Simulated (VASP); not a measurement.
# Li4Nb4O11 (a cell with a defect) in VASP: a series of runs

Li4Nb4O11 (a cell with a defect) is run at these levels: PBEsol; tasks: single point.

All numbers are computed with VASP 6.6.1; they aren't measurements. Logs are shortened: lines on timing, memory, paths and dates and some standing lists are left out, and cuts for length are marked.

**1. The cell of the first run**

The cell holds a defect, 19 atoms: a = 5.183 Å, b = 5.445 Å, c = 7.517 Å, α = 93.91°, β = 90.00°, γ = 90.00°.

**2. Single point, PBEsol**

Input file INCAR:

```
PREC = Accurate ; ENCUT = 520
EDIFF = 1E-6 ; ISMEAR = 0
SIGMA = 0.05 ; LREAL = Auto
LASPH = True ; NELM = 60
ALGO = Normal ; ISIF = 2
LWAVE = False ; LCHARG = False
GGA = PS ; NELECT = 128.0
NBANDS = 80
```

Input file KPOINTS:

```
Automatic mesh
0
Gamma
  4 4 4
```

Input file POSCAR:

```
Li4Nb4O11
1.0
    5.1825903872      0.0000000000      0.0000000000
    0.0000000000      2.9921699552     -4.5492247954
    0.0000000000      5.9843399104      4.5492247953
Li Nb O
4 4 11
Direct
    0.0000000000      0.5000000000      0.2500000000
    0.5000000000      0.0000000000      0.7500000000
    0.0000000000      0.5000000000      0.7500000000
    0.5000000000      0.0000000000      0.2500000000
    0.0000000000      0.0000000000      0.0000000000
    0.5000000000      0.5000000000      0.5000000000
    0.0000000000      0.0000000000      0.5000000000
    0.5000000000      0.5000000000      0.0000000000
    0.8795714442      0.0000000000      0.2500000000
    0.3795714442      0.5000000000      0.7500000000
    0.8102142779      0.6897857221      0.9397857221
    0.8102142779      0.3102142779      0.5602142779
    0.3102142779      0.8102142779      0.0602142779
    0.1204285558      0.0000000000      0.7500000000
    0.6204285558      0.5000000000      0.2500000000
    0.6897857221      0.8102142779      0.5602142779
    0.1897857221      0.3102142779      0.0602142779
    0.2336635950      0.6993597719      0.4397857221
    0.6897857221      0.1897857221      0.9397857221
```

Potentials or basis: VASP PAW PBE potentials, release 64 (Li_sv, Nb_sv, O).

Launch:

```
$ cat potpaw_PBE.64/Li_sv/POTCAR potpaw_PBE.64/Nb_sv/POTCAR potpaw_PBE.64/O/POTCAR > POTCAR
$ mpirun -np 1 vasp_std > vasp.out
```

OUTCAR:

```text
PREC = Accurate
   ENCUT = 520
   EDIFF = 1E-6
   ISMEAR = 0
   LREAL = Auto
   LASPH = True
   NELM = 60
   ISIF = 2
   GGA = PS
   NELECT = 128.0

 ion  position               nearest neighbor table
   1  0.000  0.500  0.250-  15 1.97  17 1.97  18 2.11
   2  0.500  0.000  0.750-  14 1.97  16 1.97  19 1.97
   3  0.000  0.500  0.750-  10 1.97  11 1.97  12 1.97
   4  0.500  0.000  0.250-   9 1.97  13 1.97
   5  0.000  0.000  0.000-  13 1.98  19 1.98  14 1.98   9 1.98  17 1.98  11 1.98
   6  0.500  0.500  0.500-  18 1.83  12 1.98  15 1.98  10 1.98  16 1.98
   7  0.000  0.000  0.500-  16 1.98  14 1.98   9 1.98  12 1.98  18 2.06
   8  0.500  0.500  0.000-  11 1.98  17 1.98  15 1.98  10 1.98  13 1.98  19 1.98
   9  0.880  0.000  0.250-   4 1.97   5 1.98   7 1.98
  10  0.380  0.500  0.750-   3 1.97   6 1.98   8 1.98
  11  0.810  0.690  0.940-   3 1.97   8 1.98   5 1.98
  12  0.810  0.310  0.560-   3 1.97   6 1.98   7 1.98
  13  0.310  0.810  0.060-   4 1.97   5 1.98   8 1.98
  14  0.120  0.000  0.750-   2 1.97   5 1.98   7 1.98
  15  0.620  0.500  0.250-   1 1.97   6 1.98   8 1.98
  16  0.690  0.810  0.560-   2 1.97   7 1.98   6 1.98
  17  0.190  0.310  0.060-   1 1.97   8 1.98   5 1.98
  18  0.234  0.699  0.440-   6 1.83   7 2.06   1 2.11
  19  0.690  0.190  0.940-   2 1.97   5 1.98   8 1.98

  LATTYP: Found a simple monoclinic cell.
 ALAT       =     5.4450461228
 B/A-ratio  =     0.9517991713
 C/A-ratio  =     1.3805512169
 COS(beta)  =    -0.0681454888

  Lattice vectors:

 A1 = (   0.0000000000,   2.9921699552,  -4.5492247954)
 A2 = (  -5.1825903872,   0.0000000000,   0.0000000000)
 A3 = (   0.0000000000,   5.9843399104,   4.5492247953)

Analysis of symmetry for initial positions (statically):
=====================================================================
 Subroutine PRICEL returns:
 Original cell was already a primitive cell.

 Routine SETGRP: Setting up the symmetry group for a
 simple monoclinic supercell.

 Subroutine GETGRP returns: Found  1 space group operations
 (whereof  1 operations were pure point group operations)
 out of a pool of  4 trial point group operations.

The static configuration has the point symmetry C_1 .

Analysis of symmetry for dynamics (positions and initial velocities):
=====================================================================
 Subroutine PRICEL returns:
 Original cell was already a primitive cell.

 Routine SETGRP: Setting up the symmetry group for a
 simple monoclinic supercell.

 Subroutine GETGRP returns: Found  1 space group operations
 (whereof  1 operations were pure point group operations)
 out of a pool of  4 trial point group operations.

The dynamic configuration has the point symmetry C_1 .

 Subroutine INISYM returns: Found  1 space group operations
 (whereof  1 operations are pure point group operations),
 and found     1 'primitive' translations

----------------------------------------------------------------------------------------

                                     Primitive cell

  volume of cell :     211.6371

  direct lattice vectors                    reciprocal lattice vectors
     5.182590387  0.000000000  0.000000000     0.192953702  0.000000000  0.000000000
     0.000000000  2.992169955 -4.549224795     0.000000000  0.111401872 -0.146545114
     0.000000000  5.984339910  4.549224795     0.000000000  0.111401872  0.073272557

  length of vectors
     5.182590387  5.445046123  7.517165051     0.192953702  0.184081089  0.133338834

  position of ions in fractional coordinates (direct lattice)
     0.000000000  0.500000000  0.250000000
     0.500000000  0.000000000  0.750000000
     0.000000000  0.500000000  0.750000000
     0.500000000  0.000000000  0.250000000
     0.000000000  0.000000000  0.000000000
     0.500000000  0.500000000  0.500000000
[... 11 lines left out ...]
     0.233663595  0.699359772  0.439785722
     0.689785722  0.189785722  0.939785722

  ion indices of the primitive-cell ions
   primitive index   ion index
                 1           1
                 2           2
                 3           3
                 4           4
                 5           5
                 6           6
[... 11 lines left out ...]
                18          18
                19          19

----------------------------------------------------------------------------------------

 KPOINTS: Automatic mesh

Automatic generation of k-mesh.
 Grid dimensions read from file:
 generate k-points for:    4    4    4

 Generating k-lattice:

  Cartesian coordinates                     Fractional coordinates (reciprocal lattice)
     0.048238425  0.000000000  0.000000000     0.250000000  0.000000000  0.000000000
     0.000000000  0.027850468 -0.036636279     0.000000000  0.250000000  0.000000000
     0.000000000  0.027850468  0.018318139     0.000000000  0.000000000  0.250000000

  Length of vectors
     0.048238425  0.046020272  0.033334708

[... 50 lines left out ...]
   NUPDOWN=      -1.0000    fix difference up-down
   EMIN   =  10.00;   EMAX   =-10.00  energy-range for DOS
   EFERMI =   0.00;   METHOD = LEGACY
   ISMEAR =     0;   SIGMA  =   0.05  broadening in eV -4-tet -1-fermi 0-gaus
   EFERMI_NEDOS =   21; number of points for ismear=-14 and -15
   IALGO  =     38    algorithm
   IMIX   =      4    mixing-type and parameters
     AMIX     =   0.40;   BMIX     =  1.00
     AMIX_MAG =   1.60;   BMIX_MAG =  1.00
  volume/ion in A,a.u.               =      11.14        75.17
  Fermi-wavevector in a.u.,A,eV,Ry     =   1.384462  2.616253 26.078745  1.916734
  Thomas-Fermi vector in A             =   2.508963
   LORBIT       =      0    0 simple, 1 ext, 2 COOP (PROOUT), +10 PAW based schemes
   GGA     = PS    functional components
   LHFCALC =     F    Hartree Fock is set to
   AEXX    =    0.0000 exact exchange contribution
   IVDW    =     0    specifies the selected vdW correction
   LEPSILON=     F    determine dielectric tensor
   LRPA    =     F    only Hartree local field effects (RPA)
 non-spin polarized calculation
 Gauss-broadening in eV      SIGMA  =   0.05
  energy-cutoff  :      520.00
  volume of cell :      211.64
 maximum number of plane-waves:      5740
 NGX is ok and might be reduce to    40
   NGX = 19   NGY = 21   NGZ = 27

 number of electron     127.9999966 magnetization

 Free energy of the ion-electron system (eV)
  ---------------------------------------------------
  ext. energy  EPLUGINS =         0.00000000
  ---------------------------------------------------
  free energy    TOTEN  =      -165.82059691 eV

  energy without entropy =     -165.82059691  energy(sigma->0) =     -165.82059691

 E-fermi :   4.2537     XC(G=0): -10.6777

 val. band max:        4.0273386548   @ k =   0.2500   0.0000   0.5000
 cond. band min:       4.4945928570   @ k =   0.0000   0.0000   0.5000
 fundamental gap:      0.4672542022
 Fermi energy:         4.2536938826

 k-point     1 :       0.0000    0.0000    0.0000
  band No.  band energies     occupation
      1     -51.7175      2.00000
      2     -51.3887      2.00000
      3     -50.2675      2.00000
      4     -50.2204      2.00000
      5     -39.1503      2.00000
      6     -38.3917      2.00000
[... 68 lines left out ...]
     75       8.7298      0.00000
     76       8.7928      0.00000

 k-point     2 :       0.2500    0.0000    0.0000
  band No.  band energies     occupation
      1     -51.7175      2.00000
      2     -51.3888      2.00000
      3     -50.2672      2.00000
      4     -50.2207      2.00000
      5     -39.1504      2.00000
      6     -38.3917      2.00000
[... 68 lines left out ...]
     75       8.6886      0.00000
     76       8.9241      0.00000

 k-point     3 :       0.5000    0.0000    0.0000
  band No.  band energies     occupation
      1     -51.7174      2.00000
      2     -51.3888      2.00000
      3     -50.2669      2.00000
      4     -50.2210      2.00000
      5     -39.1504      2.00000
      6     -38.3918      2.00000
[... 1648 lines left out ...]
     75       8.7224      0.00000
     76       8.8317      0.00000

 k-point    24 :       0.2500   -0.2500    0.2500
  band No.  band energies     occupation
      1     -51.7174      2.00000
      2     -51.3888      2.00000
      3     -50.2670      2.00000
      4     -50.2209      2.00000
      5     -39.1504      2.00000
      6     -38.3918      2.00000
[... 68 lines left out ...]
     75       8.5892      0.00000
     76       8.7390      0.00000

 [... further k-points ...]

 [bands above 76 left out]

------------------------ aborting loop because EDIFF is reached ----------------------------------------

  FORCE on cell =-STRESS in cart. coord.  units (eV):
  Direction    XX          YY          ZZ          XY          YZ          ZX
  --------------------------------------------------------------------------------------
  -------------------------------------------------------------------------------------
  Total      -19.9407697    -22.6697671    -22.9810975     -0.3431974     -0.4829635      2.2381759
  in kB     -150.9595893   -171.6191890   -173.9760848     -2.5981413     -3.6562267     16.9438853
  external PRESSURE =    -165.5182877 kB  Pullay stress =       0.0000000 kB

 VOLUME and BASIS-vectors are now :
 -----------------------------------------------------------------------------
  energy-cutoff  :      520.00
  volume of cell :      211.64
      direct lattice vectors                 reciprocal lattice vectors
     5.182590387  0.000000000  0.000000000     0.192953702  0.000000000  0.000000000
     0.000000000  2.992169955 -4.549224795     0.000000000  0.111401872 -0.146545114
     0.000000000  5.984339910  4.549224795     0.000000000  0.111401872  0.073272557

 POSITION                                       TOTAL-FORCE (eV/Angst)
 -----------------------------------------------------------------------------------
      0.00000      2.99217     -1.13731        -0.172752     -0.374664     -0.576961
      2.59130      4.48825      3.41192         0.188979      0.604427      0.586448
      0.00000      5.98434      1.13731        -0.097659      0.508932      0.300510
      2.59130      1.49608      1.13731         0.430705     -1.209926     -0.220041
      0.00000      0.00000      0.00000        -0.164070     -0.357969     -0.102786
      2.59130      4.48825     -0.00000         3.183395      2.310639     -1.447884
[... 11 lines left out ...]
      1.21098      4.72443     -1.18086        -2.585191      0.552405     -1.860695
      3.57488      6.19187      3.41192         0.136416      0.087162      0.032117
 -----------------------------------------------------------------------------------
    total drift:                               -0.004009     -0.002461     -0.002058

  FREE ENERGIE OF THE ION-ELECTRON SYSTEM (eV)
  ---------------------------------------------------
  free  energy   TOTEN  =      -165.8205969110 eV

  energy  without entropy=     -165.8205969110  energy(sigma->0) =     -165.82059691
```

Wall time 19 min (1 thread of Intel Xeon Platinum 8259CL at 2.50GHz (Skylake/Cascade Lake), shared host); peak memory 0.53 GiB.

What came out:

* Free energy: -165.8206 eV
* Largest force: 4.986 eV/Å

Forces in eV/Å, atoms in the order of the input:
```
Li  -0.173 -0.375 -0.577
Li   0.189  0.604  0.586
Li  -0.098  0.509  0.301
Li   0.431 -1.210 -0.220
Nb  -0.164 -0.358 -0.103
Nb   3.183  2.311 -1.448
Nb  -4.212 -0.050  2.668
Nb   0.297 -0.047 -0.105
O    0.893  1.862  1.209
O   -0.044 -2.065 -0.739
O   -0.105  0.149 -0.120
O    1.056 -1.074  0.412
O   -0.058  0.120  0.053
O    0.203 -1.901 -1.723
O   -0.357  0.905  1.748
O    1.368 -0.218 -0.446
O    0.040  0.197  0.332
O   -2.585  0.552 -1.861
O    0.136  0.087  0.032
```

Caveat: the cell carries a net charge on a neutralising background, which shifts energy and pressure; the cell differs from its parent crystal (atoms taken out, atom 18 moved 0.000 of the way to it and +0.233 Å across, host rigid); the cell is charged against a uniform background, so pressure and absolute levels hang on convention; the cutoff is under 1.25 times the usual one of these potentials, so pressure, stress and relaxed cells hold a basis-set (Pulay) error; the PAW data sets were made with another functional, which shifts forces and pressure a little.

**3. Single point, PBEsol**

Input file INCAR:

```
  PREC = Accurate
  ENCUT = 520
  EDIFF = 1E-6
  ISMEAR = 0
  SIGMA = 0.05
  LREAL = Auto
  LASPH = True
  NELM = 80
  ALGO = Normal
  ISIF = 2
  LWAVE = False
  LCHARG = True
  GGA = PS
  LELF = True
  LVHAR = True
  NBANDS = 80
  NELECT = 128.0
```

KPOINTS is that of step 2.

POSCAR: that of step 2 with these lines changed.

```diff
@@ -25,3 +25,3 @@
     0.1897857221      0.3102142779      0.0602142779
-    0.2336635950      0.6993597719      0.4397857221
+    0.2864118453      0.0968616723      0.4397857221
     0.6897857221      0.1897857221      0.9397857221
```

Potentials or basis: VASP PAW PBE potentials, release 64 (Li_sv, Nb_sv, O).

Launch:

```
$ cat potpaw_PBE.64/Li_sv/POTCAR potpaw_PBE.64/Nb_sv/POTCAR potpaw_PBE.64/O/POTCAR > POTCAR
$ mpirun -np 1 vasp_std > vasp.out
```

Wall time 22 min (1 thread of Intel Xeon 8259CL, shared host); peak memory 0.53 GiB.

Results (log left out):

- Free energy: -164.5196 eV
- Largest force: 9.536 eV/Å

Forces in eV/Å, atoms in the order of the input:
```
Li  -0.620 -1.269 -0.501
Li  -0.021  0.432  0.286
Li  -0.288  0.704  0.583
Li   0.460 -0.809 -0.501
Nb  -0.255 -0.223 -0.051
Nb   5.558  1.375  1.413
Nb  -7.904  2.778  0.563
Nb   0.259 -0.213 -0.172
O   -0.063  0.564  1.267
O   -0.354 -2.659 -1.915
O   -0.304 -0.002  0.205
O   -1.271  0.061 -1.154
O    0.044 -0.043  0.417
O   -0.181 -1.148 -0.109
O   -1.183  2.073  1.656
O   -2.415 -2.537  2.675
O    0.135  0.397  0.010
O    8.464  0.282 -4.383
O   -0.060  0.239 -0.291
```

Levels at points of the mesh, in eV from the Fermi level:
| k point | band 60 | band 61 | band 62 | band 63 | band 64 | band 65 | band 66 | band 67 | band 68 | band 69 |
| --- | --- | --- | --- | --- | --- | --- | --- | --- | --- | --- |
| (0.00, 0.00, 0.00) | -1.05 | -1.01 | -0.50 | -0.49 | -0.37 | 0.29 | 1.01 | 1.46 | 1.68 | 2.34 |
| (0.50, 0.00, 0.00) | -1.19 | -1.04 | -0.88 | -0.47 | -0.37 | 0.79 | 1.50 | 1.73 | 1.95 | 2.47 |
| (0.00, 0.50, 0.00) | -1.18 | -1.08 | -0.91 | -0.47 | -0.47 | 1.12 | 1.45 | 1.66 | 2.05 | 2.49 |
| (0.50, 0.50, 0.00) | -1.17 | -1.01 | -0.98 | -0.89 | -0.87 | 0.48 | 1.26 | 1.46 | 1.60 | 2.32 |
| (0.00, 0.00, 0.50) | -1.09 | -0.97 | -0.47 | -0.42 | -0.33 | 0.26 | 0.99 | 1.98 | 2.25 | 2.46 |
| (0.50, 0.00, 0.50) | -0.90 | -0.79 | -0.70 | -0.47 | -0.37 | 0.74 | 1.61 | 1.94 | 2.30 | 2.80 |
| (0.00, 0.50, 0.50) | -0.92 | -0.82 | -0.77 | -0.47 | -0.45 | 1.12 | 1.34 | 2.01 | 2.30 | 2.85 |
| (0.50, 0.50, 0.50) | -1.27 | -1.01 | -0.96 | -0.95 | -0.87 | 0.46 | 1.29 | 1.98 | 2.23 | 2.93 |

Caveat: the cell carries a net charge on a neutralising background, which shifts energy and pressure; the cell differs from its parent crystal (atoms taken out, atom 18 moved 1.167 of the way to it and -0.233 Å across, host rigid); the cell is charged against a uniform background, so pressure and absolute levels hang on convention; the cutoff is under 1.25 times the usual one of these potentials, so pressure, stress and relaxed cells hold a basis-set (Pulay) error; the PAW data sets were made with another functional, which shifts forces and pressure a little.

**4. Single point, PBEsol**

Input file INCAR:

```
SYSTEM = Li4Nb4O11
PREC     = Accurate       ! precision mode
ENCUT    = 520            ! plane-wave cutoff, eV
EDIFF    = 1E-6           ! SCF threshold, eV
ISMEAR   = 0              ! smearing method
SIGMA    = 0.05           ! smearing width, eV
LREAL    = Auto         
LASPH    = .True.         ! aspherical terms in the spheres
NELM     = 60             ! most SCF steps
ALGO     = Normal         ! electronic algorithm
ISIF     = 2              ! what is computed and relaxed
LWAVE    = .False.        ! write WAVECAR
LCHARG   = .False.        ! write CHGCAR
GGA      = PS             ! functional
NBANDS   = 80             ! bands
NELECT   = 128.0
```

Input file KPOINTS:

```
Automatic mesh
0
Gamma
  4 4 4
  0 0 0
```

POSCAR: that of step 3 with these lines changed.

```diff
@@ -25,3 +25,3 @@
     0.1897857221      0.3102142779      0.0602142779
-    0.2864118453      0.0968616723      0.4397857221
+    0.2500000000      0.4397857221      0.4397857221
     0.6897857221      0.1897857221      0.9397857221
```

Launch:

```
$ cat potpaw_PBE.64/Li_sv/POTCAR potpaw_PBE.64/Nb_sv/POTCAR potpaw_PBE.64/O/POTCAR > POTCAR
$ mpirun -np 1 vasp_std > vasp.out
```

Run time: 27 min. Hardware: 1 thread of Intel Xeon 8259CL, shared host; peak memory 0.53 GiB.

It converged, with:

| Property | Result |
| --- | --- |
| Free energy | -159.6880 eV |
| Largest force | 34.837 eV/Å |

Forces in eV/Å, atoms in the order of the input:
```
Li   -0.516  -1.005  -0.421
Li    0.354   0.723   0.564
Li   -0.012   0.540   0.506
Li    0.667  -1.110  -0.716
Nb   -0.436  -0.200  -0.239
Nb   31.717  13.069   0.338
Nb   -6.922   3.302  -0.617
Nb    0.298  -0.467  -0.057
O     1.295   2.033   1.981
O    -0.062  -0.074  -0.063
O     0.278   0.362  -0.426
O     2.171  -2.472   2.836
O    -0.193   0.622   0.092
O     0.436  -3.021  -1.917
O     0.435   0.335   0.234
O     2.347   1.074  -2.899
O    -0.158  -0.077   0.466
O   -32.070 -13.607   0.093
O     0.371  -0.025   0.242
```

Levels at points of the mesh, in eV from the Fermi level:
```
           k point  band 61  band 62  band 63  band 64  band 65  band 66  band 67  band 68
(0.00, 0.00, 0.00)    -1.00    -0.54    -0.50    -0.40     0.68     1.40     1.41     1.61
(0.50, 0.00, 0.00)    -1.00    -0.84    -0.53    -0.39     0.37     1.42     1.62     1.93
(0.00, 0.50, 0.00)    -1.07    -0.83    -0.52    -0.48     0.85     1.48     1.71     2.14
(0.50, 0.50, 0.00)    -1.01    -0.98    -0.92    -0.87     0.46     1.39     1.47     1.69
(0.00, 0.00, 0.50)    -0.99    -0.52    -0.47    -0.34     0.61     1.42     1.87     2.10
(0.50, 0.00, 0.50)    -0.77    -0.63    -0.52    -0.39     0.34     1.71     1.89     2.03
(0.00, 0.50, 0.50)    -0.82    -0.67    -0.49    -0.49     0.90     1.86     1.88     2.03
(0.50, 0.50, 0.50)    -1.04    -1.01    -0.94    -0.84     0.40     1.59     1.90     2.06
```

Caveat: the cell carries a net charge on a neutralising background, which shifts energy and pressure; the cell differs from its parent crystal (atoms taken out, atom 18 moved 0.500 of the way to it and +0.000 Å across, host rigid); the cell is charged against a uniform background, so pressure and absolute levels hang on convention; the cutoff is under 1.25 times the usual one of these potentials, so pressure, stress and relaxed cells hold a basis-set (Pulay) error; atoms lie so close that the PAW spheres overlap strongly, which falsifies energies and pressures; the PAW data sets were made with another functional, which shifts forces and pressure a little.
